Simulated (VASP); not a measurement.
# TiRh (Pm-3m) in VASP: single point with LDA

Aim: the single point of TiRh with LDA.

Everything below comes from runs of VASP 6.6.1. Logs are shortened: lines on timing, memory, paths and dates and some standing lists are left out, and cuts for length are marked.

**1. The cell of the first run**

The structure is cubic, space group Pm-3m (No. 221). The conventional cell has a = 3.115 Å, b = 3.115 Å, c = 3.115 Å, α = 90.00°, β = 90.00°, γ = 90.00°. Ti (site symmetry m-3m) has 8 Rh at 2.70 Å and 6 Ti at 3.12 Å within 3.6 Å. Rh (site symmetry m-3m) has 8 Ti at 2.70 Å and 6 Rh at 3.12 Å within 3.6 Å.

**2. Single point, LDA**

INCAR reads:

```
PREC = Accurate
ENCUT = 520
EDIFF = 1E-6
ISMEAR = -1
SIGMA = 0.1
LREAL = F
LASPH = T
NELM = 80
ALGO = Normal
ISIF = 2
LWAVE = F
LCHARG = F
GGA = CA
NBANDS = 20
```

KPOINTS reads:

```
Automatic mesh
0
Gamma
  9 9 9
```

POSCAR reads:

```
TiRh
1.0
    3.1152020000      0.0000000000      0.0000000000
    0.0000000000      3.1152020000      0.0000000000
    0.0000000000      0.0000000000      3.1152020000
Ti Rh
1 1
Direct
    0.5000000000      0.5000000000      0.5000000000
    0.0000000000      0.0000000000      0.0000000000
```

Potentials or basis: VASP PAW LDA potentials, release 64 (Ti_sv, Rh_pv).

The run is started by

```console
$ cat potpaw_LDA.64/Ti_sv/POTCAR potpaw_LDA.64/Rh_pv/POTCAR > POTCAR
$ mpirun -np 1 vasp_std > vasp.out
```

OUTCAR:

```text
PREC = Accurate
   ENCUT = 520
   EDIFF = 1E-6
   ISMEAR = -1
   LREAL = F
   LASPH = T
   NELM = 80
   ISIF = 2
   GGA = CA

 ion  position               nearest neighbor table
   1  0.500  0.500  0.500-   2 2.70   2 2.70   2 2.70   2 2.70   2 2.70   2 2.70   2 2.70   2 2.70

   2  0.000  0.000  0.000-   1 2.70   1 2.70   1 2.70   1 2.70   1 2.70   1 2.70   1 2.70   1 2.70

  LATTYP: Found a simple cubic cell.
 ALAT       =     3.1152020000

  Lattice vectors:

 A1 = (   3.1152020000,   0.0000000000,   0.0000000000)
 A2 = (   0.0000000000,   3.1152020000,   0.0000000000)
 A3 = (   0.0000000000,   0.0000000000,   3.1152020000)

Analysis of symmetry for initial positions (statically):
=====================================================================
 Subroutine PRICEL returns:
 Original cell was already a primitive cell.

 Routine SETGRP: Setting up the symmetry group for a
 simple cubic supercell.

 Subroutine GETGRP returns: Found 48 space group operations
 (whereof 48 operations were pure point group operations)
 out of a pool of 48 trial point group operations.

The static configuration has the point symmetry O_h .

Analysis of symmetry for dynamics (positions and initial velocities):
=====================================================================
 Subroutine PRICEL returns:
 Original cell was already a primitive cell.

 Routine SETGRP: Setting up the symmetry group for a
 simple cubic supercell.

 Subroutine GETGRP returns: Found 48 space group operations
 (whereof 48 operations were pure point group operations)
 out of a pool of 48 trial point group operations.

The dynamic configuration has the point symmetry O_h .

 Subroutine INISYM returns: Found 48 space group operations
 (whereof 48 operations are pure point group operations),
 and found     1 'primitive' translations

----------------------------------------------------------------------------------------

                                     Primitive cell

  volume of cell :      30.2314

  direct lattice vectors                    reciprocal lattice vectors
     3.115202000  0.000000000  0.000000000     0.321006471  0.000000000  0.000000000
     0.000000000  3.115202000  0.000000000     0.000000000  0.321006471  0.000000000
     0.000000000  0.000000000  3.115202000     0.000000000  0.000000000  0.321006471

  length of vectors
     3.115202000  3.115202000  3.115202000     0.321006471  0.321006471  0.321006471

  position of ions in fractional coordinates (direct lattice)
     0.500000000  0.500000000  0.500000000
     0.000000000  0.000000000  0.000000000

  ion indices of the primitive-cell ions
   primitive index   ion index
                 1           1
                 2           2

----------------------------------------------------------------------------------------

 KPOINTS: Automatic mesh

Automatic generation of k-mesh.
 Grid dimensions read from file:
 generate k-points for:    9    9    9

 Generating k-lattice:

  Cartesian coordinates                     Fractional coordinates (reciprocal lattice)
     0.035667386  0.000000000  0.000000000     0.111111111  0.000000000  0.000000000
     0.000000000  0.035667386  0.000000000     0.000000000  0.111111111  0.000000000
     0.000000000  0.000000000  0.035667386     0.000000000  0.000000000  0.111111111

  Length of vectors
     0.035667386  0.035667386  0.035667386

  Shift w.r.t. Gamma in fractional coordinates (k-lattice)
     0.000000000  0.000000000  0.000000000

 Subroutine IBZKPT returns following result:
 ===========================================

 Found     35 irreducible k-points:

 Following reciprocal coordinates:
            Coordinates               Weight
  0.000000  0.000000  0.000000      1.000000
  0.111111  0.000000  0.000000      6.000000
  0.222222  0.000000  0.000000      6.000000
  0.333333  0.000000  0.000000      6.000000
  0.444444  0.000000  0.000000      6.000000
  0.111111  0.111111  0.000000     12.000000
[... 16 lines left out ...]
  0.333333  0.333333  0.111111     24.000000
  0.444444  0.333333  0.111111     48.000000
 [... further k-points ...]
   k-points           NKPTS =     35   k-points in BZ     NKDIM =     35   number of bands    NBANDS=     20
   number of dos      NEDOS =    301   number of ions     NIONS =      2
   total plane-waves  NPLWV =  13824
   dimension x,y,z NGX =    24 NGY =   24 NGZ =   24
   dimension x,y,z NGXF=    48 NGYF=   48 NGZF=   48
   ions per type =               1   1
   NGX,Y,Z   is equivalent  to a cutoff of  12.81, 12.81, 12.81 a.u.
   NGXF,Y,Z  is equivalent  to a cutoff of  25.62, 25.62, 25.62 a.u.
 SYSTEM =  unknown system
   PREC   = accura    normal or accurate (medium, high low for compatibility)
   ISTART =      0    job   : 0-new  1-cont  2-samecut
   ICHARG =      2    charge: 1-file 2-atom 10-const
   ISPIN  =      1    spin polarized calculation?
   LNONCOLLINEAR =      F non collinear calculations
   LSORBIT =      F    spin-orbit coupling
   LASPH  =      T    aspherical Exc in radial PAW
   ENCUT  =  520.0 eV  38.22 Ry    6.18 a.u.   5.79  5.79  5.79*2*pi/ulx,y,z
   NELM   =     80;   NELMIN=  2; NELMDL= -5     # of ELM steps
   EDIFF  = 0.1E-05   stopping-criterion for ELM
   LREAL  =      F    real-space projection
   EDIFFG = 0.1E-04   stopping-criterion for IOM
   NSW    =      0    number of steps for IOM
   IBRION =     -1    ionic relax: 0-MD 1-quasi-New 2-CG
   NFREE  =      0    steps in history (QN), initial steepest desc. (CG)
   ISIF   =      2    stress and relaxation
   ISYM   =      2    0-nonsym 1-usesym 2-fastsym
   POTIM  = 0.5000    time-step for ionic-motion
   TEBEG  =    0.0;   TEEND  =   0.0 temperature during run
   PSTRESS=    0.0 pullay stress
   NELECT =      27.0000    total number of electrons
   NUPDOWN=      -1.0000    fix difference up-down
   EMIN   =  10.00;   EMAX   =-10.00  energy-range for DOS
   EFERMI =   0.00;   METHOD = LEGACY
   ISMEAR =    -1;   SIGMA  =   0.10  broadening in eV -4-tet -1-fermi 0-gaus
   EFERMI_NEDOS =   21; number of points for ismear=-14 and -15
   IALGO  =     38    algorithm
   IMIX   =      4    mixing-type and parameters
     AMIX     =   0.40;   BMIX     =  1.00
     AMIX_MAG =   1.60;   BMIX_MAG =  1.00
  volume/ion in A,a.u.               =      15.12       102.01
  Fermi-wavevector in a.u.,A,eV,Ry     =   1.576558  2.979262 33.817746  2.485534
  Thomas-Fermi vector in A             =   2.677373
   LORBIT       =      0    0 simple, 1 ext, 2 COOP (PROOUT), +10 PAW based schemes
   GGA     = CA    functional components
   LHFCALC =     F    Hartree Fock is set to
   AEXX    =    0.0000 exact exchange contribution
   IVDW    =     0    specifies the selected vdW correction
   LEPSILON=     F    determine dielectric tensor
   LRPA    =     F    only Hartree local field effects (RPA)
 non-spin polarized calculation
  energy-cutoff  :      520.00
  volume of cell :       30.23
 maximum number of plane-waves:       825
 NGX is ok and might be reduce to    24
   NGX = 11   NGY = 11   NGZ = 11

 number of electron      27.0000005 magnetization

 Free energy of the ion-electron system (eV)
  ---------------------------------------------------
  ext. energy  EPLUGINS =         0.00000000
  ---------------------------------------------------
  free energy    TOTEN  =       -18.65907150 eV

  energy without entropy =      -18.56076520  energy(sigma->0) =      -18.60991835

 E-fermi :  10.4330     XC(G=0): -13.1134

 val. band max:       10.4061305191   @ k =   0.4444   0.3333   0.2222
 cond. band min:      10.4526720021   @ k =   0.4444   0.2222   0.1111
 fundamental gap:      0.0465414830
 Fermi energy:        10.4329851835

 k-point     1 :       0.0000    0.0000    0.0000
  band No.  band energies     occupation
      1     -46.4486      2.00000
      2     -36.1201      2.00000
      3     -36.1201      2.00000
      4     -36.1201      2.00000
      5     -22.9636      2.00000
      6     -22.9636      2.00000
[... 12 lines left out ...]
     19      18.9352      0.00000
     20      18.9352      0.00000

 k-point     2 :       0.1111    0.0000    0.0000
  band No.  band energies     occupation
      1     -46.4467      2.00000
      2     -36.1292      2.00000
      3     -36.1190      2.00000
      4     -36.1190      2.00000
      5     -22.9886      2.00000
      6     -22.9630      2.00000
[... 12 lines left out ...]
     19      18.0028      0.00000
     20      19.5740      0.00000

 k-point     3 :       0.2222    0.0000    0.0000
  band No.  band energies     occupation
      1     -46.4420      2.00000
      2     -36.1521      2.00000
      3     -36.1162      2.00000
      4     -36.1162      2.00000
      5     -23.0517      2.00000
      6     -22.9614      2.00000
[... 12 lines left out ...]
     19      16.1164      0.00000
     20      21.1461      0.00000

 k-point     4 :       0.3333    0.0000    0.0000
  band No.  band energies     occupation
      1     -46.4367      2.00000
      2     -36.1780      2.00000
      3     -36.1129      2.00000
      4     -36.1129      2.00000
      5     -23.1227      2.00000
      6     -22.9597      2.00000
[... 12 lines left out ...]
     19      14.3794      0.00000
     20      23.1841      0.00000

 k-point     5 :       0.4444    0.0000    0.0000
  band No.  band energies     occupation
      1     -46.4333      2.00000
      2     -36.1948      2.00000
      3     -36.1108      2.00000
      4     -36.1108      2.00000
      5     -23.1686      2.00000
      6     -22.9586      2.00000
[... 12 lines left out ...]
     19      13.5328      0.00000
     20      25.3326      0.00000

 k-point     6 :       0.1111    0.1111    0.0000
  band No.  band energies     occupation
      1     -46.4448      2.00000
      2     -36.1296      2.00000
      3     -36.1269      2.00000
      4     -36.1179      2.00000
      5     -22.9915      2.00000
      6     -22.9834      2.00000
[... 12 lines left out ...]
     19      18.3225      0.00000
     20      18.8526      0.00000

 k-point     7 :       0.2222    0.1111    0.0000
  band No.  band energies     occupation
      1     -46.4399      2.00000
      2     -36.1518      2.00000
      3     -36.1257      2.00000
      4     -36.1151      2.00000
      5     -23.0496      2.00000
      6     -22.9839      2.00000
[... 12 lines left out ...]
     19      16.5339      0.00000
     20      20.0589      0.00000
[... 277 lines left out ...]
 k-point    20 :       0.2222    0.2222    0.1111
  band No.  band energies     occupation
      1     -46.4323      2.00000
      2     -36.1523      2.00000
      3     -36.1471      2.00000
      4     -36.1225      2.00000
      5     -23.0482      2.00000
      6     -23.0326      2.00000
[... 12 lines left out ...]
     19      17.3139      0.00000
     20      18.9082      0.00000

 k-point    21 :       0.3333    0.2222    0.1111
  band No.  band energies     occupation
      1     -46.4261      2.00000
      2     -36.1779      2.00000
      3     -36.1479      2.00000
      4     -36.1198      2.00000
      5     -23.1057      2.00000
      6     -23.0327      2.00000
[... 12 lines left out ...]
     19      15.6190      0.00000
     20      19.7947      0.00000

 k-point    22 :       0.4444    0.2222    0.1111
  band No.  band energies     occupation
      1     -46.4220      2.00000
      2     -36.1959      2.00000
      3     -36.1471      2.00000
      4     -36.1179      2.00000
      5     -23.1470      2.00000
      6     -23.0288      2.00000
[... 12 lines left out ...]
     19      14.0492      0.00000
     20      21.0810      0.00000

 k-point    23 :       0.3333    0.3333    0.1111
  band No.  band energies     occupation
      1     -46.4193      2.00000
      2     -36.1794      2.00000
      3     -36.1753      2.00000
      4     -36.1170      2.00000
      5     -23.1002      2.00000
      6     -23.0883      2.00000
[... 12 lines left out ...]
     19      15.4317      0.00000
     20      18.8713      0.00000

 k-point    24 :       0.4444    0.3333    0.1111
  band No.  band energies     occupation
      1     -46.4149      2.00000
      2     -36.1964      2.00000
      3     -36.1772      2.00000
      4     -36.1152      2.00000
      5     -23.1338      2.00000
      6     -23.0871      2.00000
[... 12 lines left out ...]
     19      14.2867      0.00000
     20      19.4076      0.00000

 [... further k-points ...]

------------------------ aborting loop because EDIFF is reached ----------------------------------------

  FORCE on cell =-STRESS in cart. coord.  units (eV):
  Direction    XX          YY          ZZ          XY          YZ          ZX
  --------------------------------------------------------------------------------------
  -------------------------------------------------------------------------------------
  Total       -2.3762067     -2.3762067     -2.3762067     -0.0000000      0.0000000     -0.0000000
  in kB     -125.9320183   -125.9320183   -125.9320183     -0.0000000      0.0000000     -0.0000000
  external PRESSURE =    -125.9320183 kB  Pullay stress =       0.0000000 kB

 VOLUME and BASIS-vectors are now :
 -----------------------------------------------------------------------------
  energy-cutoff  :      520.00
  volume of cell :       30.23
      direct lattice vectors                 reciprocal lattice vectors
     3.115202000  0.000000000  0.000000000     0.321006471  0.000000000  0.000000000
     0.000000000  3.115202000  0.000000000     0.000000000  0.321006471  0.000000000
     0.000000000  0.000000000  3.115202000     0.000000000  0.000000000  0.321006471

 POSITION                                       TOTAL-FORCE (eV/Angst)
 -----------------------------------------------------------------------------------
      1.55760      1.55760      1.55760         0.000000      0.000000      0.000000
      0.00000      0.00000      0.00000         0.000000      0.000000      0.000000
 -----------------------------------------------------------------------------------
    total drift:                                0.000000      0.000000     -0.000000

  FREE ENERGIE OF THE ION-ELECTRON SYSTEM (eV)
  ---------------------------------------------------
  free  energy   TOTEN  =       -18.6590715013 eV

  energy  without entropy=      -18.5607652009  energy(sigma->0) =      -18.60991835
```

Wall time 13 s (1 thread of Intel Xeon 6975P-C, shared host); peak memory 0.14 GiB.

Results:

```
Free energy : -18.6591 eV
Pressure    : -12.6 GPa
```
